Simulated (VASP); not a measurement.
# CuO (zincblende type) (F-43m) in VASP: further runs, part 3 of 3

VASP 6.6.1.

### 5 Electric field gradients, PBE (10.88 Å³/atom)

This run uses another cell than the first one, of 10.88 Å³/atom.

INCAR reads:

```
SYSTEM = CuO
PREC = Accurate ; ENCUT = 520
EDIFF = 1E-8 ; ISMEAR = -1
SIGMA = 0.05 ; LREAL = .FALSE.
LASPH = .TRUE. ; NELM = 80
ALGO = Normal ; ISIF = 2
LWAVE = .FALSE. ; LCHARG = .FALSE.
GGA = PE ; LEFG = .TRUE.
NBANDS = 16
```

KPOINTS reads:

```
Automatic mesh
0
G
  16 16 16
  0 0 0
```

POSCAR reads:

```
CuO
1.0
    0.0000000000      2.2160223487      2.2160223487
    2.2160223487      0.0000000000      2.2160223487
    2.2160223487      2.2160223487      0.0000000000
Cu O
1 1
Direct
    0.0000000000      0.0000000000      0.0000000000
    0.2500000000      0.2500000000      0.2500000000
```

Potentials or basis: VASP PAW PBE potentials, release 64 (Cu, O).

Launch:

```
> cat potpaw_PBE.64/Cu/POTCAR potpaw_PBE.64/O/POTCAR > POTCAR
> mpirun -np 1 vasp_std > vasp.out
```

OUTCAR:

```text
SYSTEM = CuO
   PREC = Accurate
   ENCUT = 520
   EDIFF = 1E-8
   ISMEAR = -1
   LREAL = .FALSE.
   LASPH = .TRUE.
   NELM = 80
   ISIF = 2
   GGA = PE

 ion  position               nearest neighbor table
   1  0.000  0.000  0.000-   2 1.92   2 1.92   2 1.92   2 1.92
   2  0.250  0.250  0.250-   1 1.92   1 1.92   1 1.92   1 1.92

  LATTYP: Found a face centered cubic cell.
 ALAT       =     4.4320446974

  Lattice vectors:

 A1 = (   0.0000000000,   2.2160223487,   2.2160223487)
 A2 = (   2.2160223487,   0.0000000000,   2.2160223487)
 A3 = (   2.2160223487,   2.2160223487,   0.0000000000)

Analysis of symmetry for initial positions (statically):
=====================================================================
 Subroutine PRICEL returns:
 Original cell was already a primitive cell.

 Routine SETGRP: Setting up the symmetry group for a
 face centered cubic supercell.

 Subroutine GETGRP returns: Found 24 space group operations
 (whereof 24 operations were pure point group operations)
 out of a pool of 48 trial point group operations.

The static configuration has the point symmetry T_d .

Analysis of symmetry for dynamics (positions and initial velocities):
=====================================================================
 Subroutine PRICEL returns:
 Original cell was already a primitive cell.

 Routine SETGRP: Setting up the symmetry group for a
 face centered cubic supercell.

 Subroutine GETGRP returns: Found 24 space group operations
 (whereof 24 operations were pure point group operations)
 out of a pool of 48 trial point group operations.

The dynamic configuration has the point symmetry T_d .

[... 157 lines left out ...]
      4      -0.5604      2.00000
      5       2.5383      2.00000
      6       2.5383      2.00000
[... 433 lines left out ...]
      3      -0.5258      2.00000
      4      -0.5257      2.00000
      5       2.5094      2.00000
      6       2.5421      2.00000
[... 8 lines left out ...]
     15      24.8905      0.00000
     16      26.7456      0.00000

 [... further k-points ...]

------------------------ aborting loop because EDIFF is reached ----------------------------------------

  FORCE on cell =-STRESS in cart. coord.  units (eV):
  Direction    XX          YY          ZZ          XY          YZ          ZX
  --------------------------------------------------------------------------------------
  -------------------------------------------------------------------------------------
  Total        1.4375428      1.4375428      1.4375428      0.0000000      0.0000000      0.0000000
  in kB      105.8227272    105.8227272    105.8227272      0.0000000      0.0000000      0.0000000
  external PRESSURE =     105.8227272 kB  Pullay stress =       0.0000000 kB

 VOLUME and BASIS-vectors are now :
 -----------------------------------------------------------------------------
  energy-cutoff  :      520.00
  volume of cell :       21.76
      direct lattice vectors                 reciprocal lattice vectors
     0.000000000  2.216022349  2.216022349    -0.225629493  0.225629493  0.225629493
     2.216022349  0.000000000  2.216022349     0.225629493 -0.225629493  0.225629493
     2.216022349  2.216022349  0.000000000     0.225629493  0.225629493 -0.225629493

 POSITION                                       TOTAL-FORCE (eV/Angst)
 -----------------------------------------------------------------------------------
      0.00000      0.00000      0.00000        -0.000000      0.000000      0.000000
      1.10801      1.10801      1.10801         0.000000     -0.000000     -0.000000
 -----------------------------------------------------------------------------------
    total drift:                                0.000001      0.000001      0.000001

  FREE ENERGIE OF THE ION-ELECTRON SYSTEM (eV)
  ---------------------------------------------------
  free  energy   TOTEN  =        -9.5189685267 eV

  energy  without entropy=       -9.4998955345  energy(sigma->0) =       -9.50943203

 Electric field gradients (V/A^2)
---------------------------------------------------------------------
 ion       V_xx      V_yy      V_zz      V_xy      V_xz      V_yz
---------------------------------------------------------------------
   1       0.000     0.000     0.000     0.003     0.003     0.003
   2       0.000     0.000    -0.000    -0.000    -0.000    -0.000
---------------------------------------------------------------------

 Electric field gradients after diagonalization (V/A^2)
 (convention: |V_zz| > |V_xx| > |V_yy|)
----------------------------------------------------------------------
 ion       V_xx      V_yy      V_zz     asymmetry (V_yy - V_xx)/ V_zz
----------------------------------------------------------------------
   1      -0.003    -0.003     0.005       0.000
   2       0.000     0.000    -0.001       0.000
----------------------------------------------------------------------

           NMR quadrupolar parameters

 Cq : quadrupolar parameter    Cq=e*Q*V_zz/h
 eta: asymmetry parameters     (V_yy - V_xx)/ V_zz
 Q  : nuclear electric quadrupole moment in mb (millibarn)
----------------------------------------------------------------------
 ion       Cq(MHz)       eta       Q (mb)
----------------------------------------------------------------------
   1       0.000       0.000       1.000
   2      -0.000       0.000       1.000
----------------------------------------------------------------------
```

OSZICAR:

```text
N       E                     dE             d eps       ncg     rms          rms(c)
DAV:   1     0.895922559689E+02    0.89592E+02   -0.83148E+03  5080   0.157E+03
DAV:   2    -0.736657012771E+01   -0.96959E+02   -0.86647E+02  4896   0.281E+02
DAV:   3    -0.124758510232E+02   -0.51093E+01   -0.48865E+01  5856   0.658E+01
DAV:   4    -0.125337931495E+02   -0.57942E-01   -0.57907E-01  5200   0.678E+00
DAV:   5    -0.125347988831E+02   -0.10057E-02   -0.10057E-02  6312   0.954E-01    0.120E+01
DAV:   6    -0.111634418487E+02    0.13714E+01   -0.18141E+01  5264   0.118E+02    0.916E+00
DAV:   7    -0.953277457140E+01    0.16307E+01   -0.59287E+00  5832   0.920E+01    0.165E+00
DAV:   8    -0.954096777940E+01   -0.81932E-02   -0.34305E-01  5088   0.523E+00    0.110E+00
DAV:   9    -0.952085760412E+01    0.20110E-01   -0.38719E-02  8016   0.520E+00    0.405E-01
DAV:  10    -0.951888820152E+01    0.19694E-02   -0.63394E-03  7208   0.174E+00    0.170E-01
DAV:  11    -0.951889856471E+01   -0.10363E-04   -0.11944E-03  6616   0.372E-01    0.432E-02
DAV:  12    -0.951898895828E+01   -0.90394E-04   -0.13011E-04  6216   0.146E-01    0.603E-02
DAV:  13    -0.951896867003E+01    0.20288E-04   -0.65752E-05  5928   0.971E-02    0.803E-03
DAV:  14    -0.951896860655E+01    0.63478E-07   -0.33180E-06  5248   0.146E-02    0.432E-03
DAV:  15    -0.951896855416E+01    0.52391E-07   -0.28969E-07  6776   0.791E-03    0.110E-03
DAV:  16    -0.951896853005E+01    0.24113E-07   -0.33609E-08  6528   0.252E-03    0.117E-04
DAV:  17    -0.951896852671E+01    0.33349E-08   -0.12914E-09  3200   0.462E-04
   1 F= -.95189685E+01 E0= -.95094320E+01  d E =-.190730E-01
```

It took 52 s on 1 thread of Intel Xeon 6455B, shared host; peak memory 0.17 GiB.

What came out:

| Quantity | Value |
| --- | --- |
| Free energy | -9.5190 eV |
| Pressure | 10.6 GPa |
| Band gap on the k mesh | zero (an odd number of electrons rules out a gap without spin polarisation) |
| Largest electric field gradient by atom | zero within the noise of the run |

Caveat: the cell stands under pressure; an odd number of electrons without spin polarisation forces a metal; a magnetic or distorted state may lie lower; semilocal functionals often make such compounds metallic where correlation or magnetic order opens a gap, which also shifts bond lengths. With open d or f shells a metallic result of PBE can be an artefact of self-interaction; +U or a hybrid may open a gap.

### 6 The runs side by side

| level | potentials or basis | cell | gap on the mesh (eV) | pressure (GPa) |
| --- | --- | --- | --- | --- |
| LDA | VASP PAW LDA potentials, release 64 (Cu, O) | a = 3.199 Å, angles 60.0°, 2 atoms | none | -12.2 |
| PBEsol | VASP PAW PBE potentials, release 64 (Cu, O) | a = 3.199 Å, angles 60.0°, 2 atoms | none | -6.4 |
| r2SCAN | VASP PAW PBE potentials, release 64 (Cu, O) | a = 3.199 Å, angles 60.0°, 2 atoms | none | -5.2 |
| PBE | VASP PAW PBE potentials, release 64 (Cu, O) | a = 3.134 Å, angles 60.0°, 2 atoms | none | 10.6 |

Alike in all rows: task electric field gradients; no spin polarisation; k mesh 16 × 16 × 16; cutoff (eV) 520; smearing fermi-dirac 0.05 eV.

Caveats: an odd number of electrons without spin polarisation forces a metal; a magnetic or distorted state may lie lower; semilocal functionals often make such compounds metallic where correlation or magnetic order opens a gap, which also shifts bond lengths; the cell stands under tension (at least some runs); the PAW data sets were made with another functional, which shifts forces and pressure a little (at least some runs); the cell stands under pressure (at least some runs).

Absolute energies hang on the potentials; compare differences alone.
